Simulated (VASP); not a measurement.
# GePt2 (P-62m) in VASP: notebook, part 2 of 2

VASP 6.6.1. Earlier steps stand in the parts before.

## 5. Single point, PBEsol (strain -0.040 along x and y, +0.000 along z)

INCAR reads:

```
ALGO = Fast
EDIFF = 1E-6
ENCUT = 520
GGA = PS
ISIF = 2
ISMEAR = 0
LASPH = T
LCHARG = T
LELF = T
LREAL = F
LVHAR = T
LWAVE = F
NBANDS = 61
NELM = 100
PREC = Accurate
SIGMA = 0.15
```

KPOINTS reads:

```
k-points
0
Gamma
  6 6 12
```

POSCAR reads:

```
GePt2
1.0
    6.4902962625      0.0000000000      0.0000000000
   -3.2451481312      5.6207614414      0.0000000000
    0.0000000000      0.0000000000      3.4586783963
Ge Pt
3 6
Direct
    0.6666666667      0.3333333333      0.0000000000
    0.3333333333      0.6666666667      0.0000000000
    0.0000000000      0.0000000000      0.5000000000
    0.6229372130      0.0000000000      0.5000000000
    0.3770627870      0.3770627870      0.5000000000
    0.0000000000      0.6229372130      0.5000000000
    0.0000000000      0.2849128412      0.0000000000
    0.7150871588      0.7150871588      0.0000000000
    0.2849128412      0.0000000000      0.0000000000
```

Run with:

```console
> cat potpaw_PBE.64/Ge_d/POTCAR potpaw_PBE.64/Pt/POTCAR > POTCAR
> mpirun -np 1 vasp_std > vasp.out
```

Wall time 14 min (1 thread of Oxide Virtual Turin-like, shared host); peak memory 0.4 GiB.

It converged, with:

| Quantity | Value |
| --- | --- |
| Free energy | -59.0994 eV |
| Pressure | 24.6 GPa |
| Largest force | 0.714 eV/Å |
| Band gap on the k mesh | zero (bands 51 and 52 overlap by 1.27 eV) |

Forces on the atoms (eV/Å):
```
Ge   0.000  0.000  0.000
Ge   0.000  0.000  0.000
Ge   0.000  0.000  0.000
Pt  -0.373  0.000  0.000
Pt   0.187  0.323  0.000
Pt   0.187 -0.323  0.000
Pt   0.357 -0.618  0.000
Pt   0.357  0.618  0.000
Pt  -0.714  0.000  0.000
```

Stress tensor (GPa, compression positive):
```
27.54  0.00  0.00
 0.00 27.54  0.00
 0.00  0.00 18.67
```

Levels at points of the mesh, in eV from the Fermi level:
```csv
k point,band 47,band 48,band 49,band 50,band 51,band 52,band 53,band 54,band 55,band 56
"(0.00, 0.00, 0.00)",-1.57,-1.57,-1.52,-1.52,-1.40,-1.00,0.01,2.54,5.26,5.55
"(0.50, 0.00, 0.00)",-1.30,-1.14,-1.14,-0.90,-0.32,0.42,1.40,1.44,3.55,3.60
"(0.00, 0.00, 0.50)",-1.90,-0.78,-0.78,-0.01,-0.01,1.25,1.29,1.73,1.87,2.03
"(0.50, 0.00, 0.50)",-1.55,-1.47,-1.44,-1.14,-1.07,1.34,1.70,2.67,2.89,3.02
```

Caveat: the cell differs from its parent crystal (strain -0.040 along x and y, +0.000 along z); the stress differs along the axes, from 19 to 28 GPa; the PAW data sets were made with another functional, which shifts forces and pressure a little; spin-orbit coupling is left out, which moves the levels of the heavy elements.

## 6. Single point, PBEsol (strain +0.080 along x and y, -0.080 along z)

INCAR reads:

```
SYSTEM = GePt2
PREC = Accurate
ENCUT = 520
EDIFF = 1E-6
ISMEAR = 0
SIGMA = 0.15
LREAL = .FALSE.
LASPH = .TRUE.
NELM = 100
ALGO = Fast
ISIF = 2
LWAVE = .FALSE.
LCHARG = .TRUE.
GGA = PS
LELF = .TRUE.
LVHAR = .TRUE.
NBANDS = 61
```

KPOINTS reads:

```
regular mesh
0
G
  6 6 12
  0 0 0
```

Changes to POSCAR since step 5:

```diff
@@ -2,5 +2,5 @@
 1.0
-    6.4902962625      0.0000000000      0.0000000000
-   -3.2451481312      5.6207614414      0.0000000000
-    0.0000000000      0.0000000000      3.4586783963
+    7.3015832953      0.0000000000      0.0000000000
+   -3.6507916476      6.3233566216      0.0000000000
+    0.0000000000      0.0000000000      3.1819841246
 Ge Pt
```

Potentials or basis: VASP PAW PBE potentials, release 64 (Ge_d, Pt).

Run with:

```console
> cat potpaw_PBE.64/Ge_d/POTCAR potpaw_PBE.64/Pt/POTCAR > POTCAR
> mpirun -np 1 vasp_std > vasp.out
```

OUTCAR:

```text
SYSTEM = GePt2
   PREC = Accurate
   ENCUT = 520
   EDIFF = 1E-6
   ISMEAR = 0
   LREAL = .FALSE.
   LASPH = .TRUE.
   NELM = 100
   ISIF = 2
   GGA = PS

 ion  position               nearest neighbor table
   1  0.667  0.333  0.000-   7 2.63   9 2.63   8 2.63   4 2.79   4 2.79   6 2.79   6 2.79   5 2.79
                             5 2.79
   2  0.333  0.667  0.000-   9 2.63   7 2.63   8 2.63   6 2.79   6 2.79   4 2.79   4 2.79   5 2.79
                             5 2.79
   3  0.000  0.000  0.500-   7 2.62   7 2.62   9 2.62   9 2.62   8 2.62   8 2.62   6 2.75   4 2.75
                             5 2.75
   4  0.623  0.000  0.500-   3 2.75   1 2.79   1 2.79   2 2.79   2 2.79   9 2.94   9 2.94   8 2.95
[... 1764 lines left out ...]
  external PRESSURE =    -152.8348188 kB  Pullay stress =       0.0000000 kB

 VOLUME and BASIS-vectors are now :
 -----------------------------------------------------------------------------
  energy-cutoff  :      520.00
  volume of cell :      146.91
      direct lattice vectors                 reciprocal lattice vectors
     7.301583295  0.000000000  0.000000000     0.136956597  0.079071928  0.000000000
    -3.650791648  6.323356622  0.000000000     0.000000000  0.158143856  0.000000000
     0.000000000  0.000000000  3.181984125     0.000000000  0.000000000  0.314269324

 POSITION                                       TOTAL-FORCE (eV/Angst)
 -----------------------------------------------------------------------------------
      3.65079      2.10779      0.00000         0.000000      0.000000      0.000000
     -0.00000      4.21557      0.00000        -0.000000      0.000000      0.000000
      0.00000      0.00000      1.59099        -0.000000      0.000000      0.000000
      4.54843      0.00000      1.59099         0.026913      0.000000      0.000000
      1.37658      2.38430      1.59099        -0.013456     -0.023307      0.000000
     -2.27421      3.93905      1.59099        -0.013456      0.023307      0.000000
     -1.04016      1.80161      0.00000        -0.205458      0.355864     -0.000000
      2.61063      4.52175      0.00000        -0.205458     -0.355864      0.000000
      2.08031      0.00000      0.00000         0.410917      0.000000     -0.000000
 -----------------------------------------------------------------------------------
    total drift:                                0.000001      0.000002     -0.000001

  FREE ENERGIE OF THE ION-ELECTRON SYSTEM (eV)
  ---------------------------------------------------
  free  energy   TOTEN  =       -58.9388188395 eV

  energy  without entropy=      -58.9102511415  energy(sigma->0) =      -58.92453499
```

OSZICAR:

```text
N       E                     dE             d eps       ncg     rms          rms(c)
DAV:   1     0.131118014242E+04    0.13112E+04   -0.44823E+04  8234   0.377E+03
DAV:   2     0.186776596991E+03   -0.11244E+04   -0.10791E+04  6010   0.110E+03
DAV:   3    -0.407805416238E+02   -0.22756E+03   -0.21439E+03  6459   0.231E+02
DAV:   4    -0.605980746661E+02   -0.19818E+02   -0.19001E+02  7330   0.769E+01
DAV:   5    -0.612610454135E+02   -0.66297E+00   -0.65835E+00  6885   0.141E+01    0.226E+01
RMM:   6    -0.591190680233E+02    0.21420E+01   -0.74948E+00  8098   0.106E+01    0.113E+01
RMM:   7    -0.589589695336E+02    0.16010E+00   -0.80398E-01  8433   0.398E+00    0.500E+00
RMM:   8    -0.589462230677E+02    0.12746E-01   -0.25437E-01  8627   0.191E+00    0.108E+00
RMM:   9    -0.589388623643E+02    0.73607E-02   -0.68092E-02  8722   0.112E+00    0.372E-01
RMM:  10    -0.589385210120E+02    0.34135E-03   -0.22497E-02  8693   0.806E-01    0.103E-01
RMM:  11    -0.589387324481E+02   -0.21144E-03   -0.43624E-03  9270   0.286E-01    0.820E-02
RMM:  12    -0.589388130169E+02   -0.80569E-04   -0.82542E-04  9117   0.119E-01    0.312E-02
RMM:  13    -0.589388121469E+02    0.87000E-06   -0.27827E-04  8396   0.769E-02    0.237E-02
RMM:  14    -0.589388183326E+02   -0.61857E-05   -0.92601E-05  9657   0.348E-02    0.100E-02
RMM:  15    -0.589388190950E+02   -0.76244E-06   -0.13358E-05  6711   0.112E-02    0.706E-03
RMM:  16    -0.589388188395E+02    0.25559E-06   -0.29942E-06  5260   0.715E-03
   1 F= -.58938819E+02 E0= -.58924535E+02  d E =-.285677E-01
```

stdout:

```text
POSCAR found type information on POSCAR GePt
 POSCAR found :  2 types and       9 ions
 scaLAPACK will be used
 -----------------------------------------------------------------------------
|                                                                             |
|                                                                             |
|     You enforced a specific xc type in the INCAR file but a different       |
|     I HOPE YOU KNOW WHAT YOU ARE DOING!                                     |
|                                                                             |
 -----------------------------------------------------------------------------

 LDA part: xc-table for (Slater+PW92), standard interpolation
 POSCAR, INCAR and KPOINTS ok, starting setup
 FFT: planning ... GRIDC
 FFT: planning ... GRID_SOFT
 FFT: planning ... GRID
 WAVECAR not read
 entering main loop
WARNING in EDDRMM: call to ZHEGV failed, returncode =   8  4     58
WARNING in EDDRMM: call to ZHEGV failed, returncode =   8  4     58
WARNING in EDDRMM: call to ZHEGV failed, returncode =   6  3     45
WARNING in EDDRMM: call to ZHEGV failed, returncode =   6  3     54
WARNING in EDDRMM: call to ZHEGV failed, returncode =   8  4     56
WARNING in EDDRMM: call to ZHEGV failed, returncode =   8  4     57
WARNING in EDDRMM: call to ZHEGV failed, returncode =   6  3     56
WARNING in EDDRMM: call to ZHEGV failed, returncode =   8  4     58
WARNING in EDDRMM: call to ZHEGV failed, returncode =   6  3     59
WARNING in EDDRMM: call to ZHEGV failed, returncode =   6  3     57
```

Run time: 17 min. Hardware: 1 thread of Oxide Virtual Turin-like, shared host; peak memory 0.44 GiB.

Results:

| Quantity | Value |
| --- | --- |
| Free energy | -58.9388 eV |
| Pressure | -15.3 GPa |
| Largest force | 0.411 eV/Å |
| Band gap on the k mesh | zero (bands 51 and 52 overlap by 1.15 eV) |

Forces on the atoms (eV/Å):
```
Ge   0.000  0.000  0.000
Ge   0.000  0.000  0.000
Ge   0.000  0.000  0.000
Pt   0.027  0.000  0.000
Pt  -0.013 -0.023  0.000
Pt  -0.013  0.023  0.000
Pt  -0.205  0.356  0.000
Pt  -0.205 -0.356  0.000
Pt   0.411  0.000  0.000
```

Caveat: the cell differs from its parent crystal (strain +0.080 along x and y, -0.080 along z); the stress differs along the axes, from -18 to -10 GPa; the PAW data sets were made with another functional, which shifts forces and pressure a little; spin-orbit coupling is left out, which moves the levels of the heavy elements.

## 7. The runs side by side

```tsv
cell	gap on the mesh (eV)	pressure (GPa)	largest force (eV/Å)
a = 6.761, b = 6.761, c = 3.735 Å, angles 90.0, 90.0, 120.0°, 9 atoms	none	-12.1	0.16
a = 7.302, b = 7.302, c = 3.459 Å, angles 90.0, 90.0, 120.0°, 9 atoms	none	-23.8	0.42
a = 6.761, b = 6.761, c = 3.182 Å, angles 90.0, 90.0, 120.0°, 9 atoms	none	20.6	0.28
a = 6.490, b = 6.490, c = 3.459 Å, angles 90.0, 90.0, 120.0°, 9 atoms	none	24.6	0.71
a = 7.302, b = 7.302, c = 3.182 Å, angles 90.0, 90.0, 120.0°, 9 atoms	none	-15.3	0.41
```

Alike in all rows: task single point; level PBEsol; potentials or basis VASP PAW PBE potentials, release 64 (Ge_d, Pt); no spin polarisation; k mesh 6 × 6 × 12; cutoff (eV) 520; smearing gaussian 0.15 eV.

Caveats: the PAW data sets were made with another functional, which shifts forces and pressure a little; spin-orbit coupling is left out, which moves the levels of the heavy elements; the cell stands under tension (at least some runs); the stress differs along the axes, from -26 to -19 GPa (at least some runs); the cell stands under pressure (at least some runs); the stress differs along the axes, from 19 to 28 GPa (at least some runs); the stress differs along the axes, from -18 to -10 GPa (at least some runs).

Absolute energies hang on the potentials; compare differences alone.
